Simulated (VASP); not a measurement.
# MgO (Fm-3m) in VASP: notebook, part 2 of 2

VASP 6.6.1.

## 3. Relaxation of volume and atoms at fixed shape, PBEsol

The input, INCAR:

```
SYSTEM = MgO
PREC = Accurate ; ENCUT = 600
EDIFF = 1E-7 ; ISMEAR = 0
SIGMA = 0.01 ; LREAL = .FALSE.
LASPH = .TRUE. ; NELM = 120
ALGO = Normal ; ISIF = 8
LWAVE = .FALSE. ; LCHARG = .FALSE.
GGA = PS ; IBRION = 2
NSW = 50 ; EDIFFG = -0.02
GGA_COMPAT = .FALSE. ; NELMIN = 4
```

The input, KPOINTS:

```
regular mesh
0
G
  9 9 9
  0 0 0
```

The input, POSCAR:

```
MgO
1.0
    0.0000000000      2.1085000000      2.1085000000
    2.1085000000      0.0000000000      2.1085000000
    2.1085000000      2.1085000000      0.0000000000
Mg O
1 1
Direct
    0.0000000000      0.0000000000      0.0000000000
    0.5000000000      0.5000000000      0.5000000000
```

Potentials or basis: VASP PAW PBE potentials, release 64 (Mg, O).

Started as:

```bash
> cat potpaw_PBE.64/Mg/POTCAR potpaw_PBE.64/O/POTCAR > POTCAR
> mpirun -np 1 vasp_std > vasp.out
```

OUTCAR:

```text
SYSTEM = MgO
   PREC = Accurate
   ENCUT = 600
   EDIFF = 1E-7
   ISMEAR = 0
   LREAL = .FALSE.
   LASPH = .TRUE.
   NELM = 120
   ISIF = 8
   GGA = PS
   IBRION = 2
   NSW = 50
   EDIFFG = -0.02
   NELMIN = 4

 ion  position               nearest neighbor table
   1  0.000  0.000  0.000-   2 2.11   2 2.11   2 2.11   2 2.11   2 2.11   2 2.11
   2  0.500  0.500  0.500-   1 2.11   1 2.11   1 2.11   1 2.11   1 2.11   1 2.11

  LATTYP: Found a face centered cubic cell.
 ALAT       =     4.2170000000

  Lattice vectors:

 A1 = (   0.0000000000,   2.1085000000,   2.1085000000)
 A2 = (   2.1085000000,   0.0000000000,   2.1085000000)
 A3 = (   2.1085000000,   2.1085000000,   0.0000000000)

Analysis of symmetry for initial positions (statically):
=====================================================================
 Subroutine PRICEL returns:
 Original cell was already a primitive cell.

 Routine SETGRP: Setting up the symmetry group for a
 face centered cubic supercell.

 Subroutine GETGRP returns: Found 48 space group operations
 (whereof 48 operations were pure point group operations)
 out of a pool of 48 trial point group operations.

The static configuration has the point symmetry O_h .

Analysis of symmetry for dynamics (positions and initial velocities):
=====================================================================
 Subroutine PRICEL returns:
 Original cell was already a primitive cell.

 Routine SETGRP: Setting up the symmetry group for a
 face centered cubic supercell.

 Subroutine GETGRP returns: Found 48 space group operations
 (whereof 48 operations were pure point group operations)
 out of a pool of 48 trial point group operations.

The dynamic configuration has the point symmetry O_h .

 Subroutine INISYM returns: Found 48 space group operations
 (whereof 48 operations are pure point group operations),
 and found     1 'primitive' translations

----------------------------------------------------------------------------------------

                                     Primitive cell

  volume of cell :      18.7478

  direct lattice vectors                    reciprocal lattice vectors
     0.000000000  2.108500000  2.108500000    -0.237135404  0.237135404  0.237135404
     2.108500000  0.000000000  2.108500000     0.237135404 -0.237135404  0.237135404
     2.108500000  2.108500000  0.000000000     0.237135404  0.237135404 -0.237135404

  length of vectors
     2.981869296  2.981869296  2.981869296     0.410730569  0.410730569  0.410730569

  position of ions in fractional coordinates (direct lattice)
     0.000000000  0.000000000  0.000000000
     0.500000000  0.500000000  0.500000000

  ion indices of the primitive-cell ions
   primitive index   ion index
                 1           1
                 2           2

----------------------------------------------------------------------------------------

 KPOINTS: regular mesh

Automatic generation of k-mesh.
 Grid dimensions read from file:
 generate k-points for:    9    9    9

 Generating k-lattice:

[... 46 lines left out ...]
   dimension x,y,z NGX =    24 NGY =   24 NGZ =   24
   dimension x,y,z NGXF=    48 NGYF=   48 NGZF=   48
   ions per type =               1   1
   NGX,Y,Z   is equivalent  to a cutoff of  13.38, 13.38, 13.38 a.u.
   NGXF,Y,Z  is equivalent  to a cutoff of  26.76, 26.76, 26.76 a.u.
 SYSTEM =  MgO
   PREC   = accura    normal or accurate (medium, high low for compatibility)
   ISTART =      0    job   : 0-new  1-cont  2-samecut
   ICHARG =      2    charge: 1-file 2-atom 10-const
   ISPIN  =      1    spin polarized calculation?
   LNONCOLLINEAR =      F non collinear calculations
   LSORBIT =      F    spin-orbit coupling
   LASPH  =      T    aspherical Exc in radial PAW
   ENCUT  =  600.0 eV  44.10 Ry    6.64 a.u.   5.96  5.96  5.96*2*pi/ulx,y,z
   NELM   =    120;   NELMIN=  4; NELMDL= -5     # of ELM steps
   EDIFF  = 0.1E-06   stopping-criterion for ELM
   LREAL  =      F    real-space projection
   EDIFFG = -.2E-01   stopping-criterion for IOM
   NSW    =     50    number of steps for IOM
   IBRION =      2    ionic relax: 0-MD 1-quasi-New 2-CG
   NFREE  =      1    steps in history (QN), initial steepest desc. (CG)
   ISIF   =      8    stress and relaxation
   ISYM   =      2    0-nonsym 1-usesym 2-fastsym
   POTIM  = 0.5000    time-step for ionic-motion
   TEBEG  =    0.0;   TEEND  =   0.0 temperature during run
   PSTRESS=    0.0 pullay stress
   NELECT =       8.0000    total number of electrons
   NUPDOWN=      -1.0000    fix difference up-down
   EMIN   =  10.00;   EMAX   =-10.00  energy-range for DOS
   EFERMI =   0.00;   METHOD = LEGACY
   ISMEAR =     0;   SIGMA  =   0.01  broadening in eV -4-tet -1-fermi 0-gaus
   EFERMI_NEDOS =   21; number of points for ismear=-14 and -15
   IALGO  =     38    algorithm
   IMIX   =      4    mixing-type and parameters
     AMIX     =   0.40;   BMIX     =  1.00
     AMIX_MAG =   1.60;   BMIX_MAG =  1.00
  volume/ion in A,a.u.               =       9.37        63.26
  Fermi-wavevector in a.u.,A,eV,Ry     =   1.232503  2.329092 20.668107  1.519063
  Thomas-Fermi vector in A             =   2.367270
   LORBIT       =      0    0 simple, 1 ext, 2 COOP (PROOUT), +10 PAW based schemes
   GGA     = PS    functional components
   LHFCALC =     F    Hartree Fock is set to
   AEXX    =    0.0000 exact exchange contribution
   IVDW    =     0    specifies the selected vdW correction
   LEPSILON=     F    determine dielectric tensor
   LRPA    =     F    only Hartree local field effects (RPA)
 conjugate gradient relaxation of ions
 non-spin polarized calculation
 Gauss-broadening in eV      SIGMA  =   0.01
  energy-cutoff  :      600.00
  volume of cell :       18.75
 maximum number of plane-waves:       637
   NGX = 11   NGY = 11   NGZ = 11

--------------------------------------- Ionic step        1  -------------------------------------------

 number of electron       8.0000005 magnetization

 Free energy of the ion-electron system (eV)
  ---------------------------------------------------
  ext. energy  EPLUGINS =         0.00000000
  ---------------------------------------------------
  free energy    TOTEN  =       -12.51526307 eV

  energy without entropy =      -12.51526307  energy(sigma->0) =      -12.51526307

------------------------ aborting loop because EDIFF is reached ----------------------------------------

  FORCE on cell =-STRESS in cart. coord.  units (eV):
  Direction    XX          YY          ZZ          XY          YZ          ZX
  --------------------------------------------------------------------------------------
  -------------------------------------------------------------------------------------
  Total       -0.1209040     -0.1209040     -0.1209040      0.0000000      0.0000000     -0.0000000
  in kB      -10.3323785    -10.3323785    -10.3323785      0.0000000      0.0000000     -0.0000000
  external PRESSURE =     -10.3323785 kB  Pullay stress =       0.0000000 kB
[... 59 lines left out ...]
--------------------------------------- Ionic step        3  -------------------------------------------

 number of electron       8.0000005 magnetization

 Free energy of the ion-electron system (eV)
  ---------------------------------------------------
  ext. energy  EPLUGINS =         0.00000000
  ---------------------------------------------------
  free energy    TOTEN  =       -12.51566007 eV

  energy without entropy =      -12.51566007  energy(sigma->0) =      -12.51566007

 E-fermi :   3.2316     XC(G=0): -11.3246

 val. band max:        3.0881035255   @ k =   0.0000   0.0000   0.0000
 cond. band min:       7.7531311641   @ k =   0.0000   0.0000   0.0000
 fundamental gap:      4.6650276386
 Fermi energy:         3.2315766656

 k-point     1 :       0.0000    0.0000    0.0000
  band No.  band energies     occupation
      1     -14.1326      2.00000
      2       3.0881      2.00000
      3       3.0881      2.00000
      4       3.0881      2.00000
      5       7.7531      0.00000
      6      18.7393      0.00000
      7      18.7393      0.00000
      8      18.7393      0.00000
[... 243 lines left out ...]
 k-point    24 :       0.4444    0.4444    0.0000
  band No.  band energies     occupation
      1     -12.5958      2.00000
      2      -0.9973      2.00000
      3       1.7521      2.00000
      4       1.7521      2.00000
      5      12.1168      0.00000
      6      12.9797      0.00000
      7      16.1055      0.00000
      8      21.8833      0.00000

 [... further k-points ...]

------------------------ aborting loop because EDIFF is reached ----------------------------------------

  FORCE on cell =-STRESS in cart. coord.  units (eV):
  Direction    XX          YY          ZZ          XY          YZ          ZX
  --------------------------------------------------------------------------------------
  -------------------------------------------------------------------------------------
  Total        0.0004105      0.0004105      0.0004105      0.0000000     -0.0000000     -0.0000000
  in kB        0.0353126      0.0353126      0.0353126      0.0000000     -0.0000000     -0.0000000
  external PRESSURE =       0.0353126 kB  Pullay stress =       0.0000000 kB
[... 17 lines left out ...]
  FREE ENERGIE OF THE ION-ELECTRON SYSTEM (eV)
  ---------------------------------------------------
  free  energy   TOTEN  =       -12.5156600702 eV

  energy  without entropy=      -12.5156600702  energy(sigma->0) =      -12.51566007

 reached required accuracy - stopping structural energy minimisation
```

CONTCAR:

```text
MgO
   1.00000000000000
     0.0000000000000000    2.1039060020855671    2.1039060020855671
     2.1039060020855671    0.0000000000000000    2.1039060020855671
     2.1039060020855671    2.1039060020855671    0.0000000000000000
  Mg              O
     1     1
Direct
     0.0000000000000000    0.0000000000000000    0.0000000000000000
     0.5000000000000000    0.5000000000000000    0.5000000000000000

  0.00000000E+00  0.00000000E+00  0.00000000E+00
  0.00000000E+00  0.00000000E+00  0.00000000E+00
```

It took 22 s on 1 thread of Intel Xeon 8259CL, shared host; peak memory 0.15 GiB.

What came out:

| Property | Result |
| --- | --- |
| Free energy | -12.5157 eV |
| Relaxed volume | 9.31 Å³/atom |
| Relaxed cell | a = 2.975 Å, b = 2.975 Å, c = 2.975 Å, α = 60.00°, β = 60.00°, γ = 60.00° |
| Space group after relaxing (to 0.1 Å) | Fm-3m (No. 225) |
| Energy gained by relaxing | 0.2 meV/atom |
| Ionic steps | 3 |
| Pressure after relaxing | 0.0 GPa |
| Band gap on the k mesh | 4.67 eV |

The path:
```csv
step,energy change (eV),largest force (eV/Å),pressure (GPa),volume (Å³)
1,0.0000,0.0000,-1.03,18.75
2,-0.0004,0.0000,0.36,18.58
3,-0.0004,0.0000,0.00,18.63
```

Final structure:
```cif
data_structure
_symmetry_space_group_name_H-M 'P 1'
_symmetry_Int_Tables_number 1
_cell_length_a 2.9754
_cell_length_b 2.9754
_cell_length_c 2.9754
_cell_angle_alpha 60.000
_cell_angle_beta 60.000
_cell_angle_gamma 60.000
_cell_volume 18.63
loop_
_atom_site_label
_atom_site_type_symbol
_atom_site_fract_x
_atom_site_fract_y
_atom_site_fract_z
_atom_site_occupancy
Mg1 Mg 0.00000 0.00000 0.00000 1
O1 O 0.50000 0.50000 0.50000 1
```

Caveat: the PAW data sets were made with another functional, which shifts forces and pressure a little. PBEsol gaps usually lie below the measured ones, often by a third to a half.

## 4. How close it comes

Step 2. Measured gap of MgO: 7.83 eV (quoted in “Electronic structure of alkaline earth and post-transition metal oxides”, 2009, arxiv:0908.1581). This calculation gives 4.62 eV (-3.21 eV). The value is that of PBEsol, without temperature or zero-point motion. Semilocal functionals fall short of measured gaps as a rule.
